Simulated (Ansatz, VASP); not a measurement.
Two plane-wave programs on Pt

Contents of INCAR:

```
SYSTEM = Pt
  PREC = Accurate
  ENCUT = 600
  EDIFF = 1E-6
  ISMEAR = -1
  SIGMA = 0.05
  LREAL = .FALSE.
  LASPH = .TRUE.
  NELM = 100
  ALGO = Fast
  ISIF = 3
  LWAVE = .FALSE.
  LCHARG = .FALSE.
  GGA = RP
  IBRION = 2
  NSW = 60
  EDIFFG = -0.01
```

Contents of KPOINTS:

```
Automatic mesh
0
G
  12 12 12
  0 0 0
```

The input POSCAR:

```
Pt
1.0
   -1.5842200000      1.5842200000      1.5842200000
    1.5842200000     -1.5842200000      1.5842200000
    1.5842200000      1.5842200000     -1.5842200000
Pt
1
Direct
    0.0000000000      0.0000000000      0.0000000000
```

The input input.yaml:

```yaml
crystal:
  lattice:
    - [-1.58422, 1.58422, 1.58422]
    - [1.58422, -1.58422, 1.58422]
    - [1.58422, 1.58422, -1.58422]
  atoms:
    - { symbol: Pt, position: [0.0, 0.0, 0.0] }
hamiltonian:
  xc: rpbe
  pseudopotentials: { kind: paw }
kpoints:
  mp_grid: { grid: [12, 12, 12] }
scf:
  occupations: { method: fermi_dirac, width: 0.05 }
output:
  forces: true
  stress: true
  eigenvalues: true
relax:
  f_tol: 0.01
  max_steps: 40
  cell: { stress_tol: 0.05 }
```

Alike in both runs: task relaxation of cell and atoms; functional RPBE; k mesh 12 × 12 × 12; occupations fermi-dirac, width 0.05 eV; no spin polarisation.

```csv
,VASP,Ansatz
version,VASP 6.6.1,Ansatz 0.2.0
potentials or method,"VASP PAW PBE potentials, release 64 (Pt)",Ansatz PAW
plane-wave cutoff (eV),600,420
valence electrons in the cell,10,18
```

|  | VASP | Ansatz | Ansatz less VASP |
| --- | --- | --- | --- |
| gap on the k mesh at the Fermi level, each at its own relaxed structure (eV) | none | none | - |
| relaxed volume (Å³/atom) | 16.07 | 16.09 | +0.027 |
| relaxed cell length with the largest relative difference (Å) | 2.753 | 2.755 | +0.0015 |

VASP's potentials were made for PBE, not for RPBE. A gap of «none» marks a metal or a gap that the smearing closes. VASP's potentials hold 10 valence electrons a cell and Ansatz's 18, so a difference there can come from the potentials and not from the codes.

Spin-orbit coupling is off throughout. Noted on Ansatz's run: the plane-wave basis is chosen anew once the cell has moved, so the energies of steps on either side of that aren't comparable.
